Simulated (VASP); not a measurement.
Runs of VASP 6.6.1 on MgO. The structure is that of space group P6_3/mmc (No. 194), or close to it. The cells are those of the table. 

```csv
cell,gap on the mesh (eV),pressure (GPa)
"a = 3.345, b = 3.345, c = 4.239 Å, angles 90.0, 90.0, 120.0°, 4 atoms",3.75,15.7
"a = 3.627, b = 3.627, c = 4.239 Å, angles 90.0, 90.0, 120.0°, 4 atoms",(a),-6.8
"a = 3.345, b = 3.345, c = 4.451 Å, angles 90.0, 90.0, 120.0°, 4 atoms",3.44,9.2
"a = 3.381, b = 3.381, c = 4.367 Å, angles 90.0, 90.0, 120.0°, 4 atoms",3.45,7.7
"a = 3.592, b = 3.592, c = 4.155 Å, angles 90.0, 90.0, 120.0°, 4 atoms",(b),-2.3
```

Alike in all rows: task single point; level PBE; potentials or basis VASP PAW PBE potentials, release 64 (Mg, O); no spin polarisation; k mesh 9 × 9 × 6; cutoff (eV) 520; smearing gaussian 0.05 eV.

Task: Estimate the missing entries.

Result: (a) 3.02; (b) 3.22.

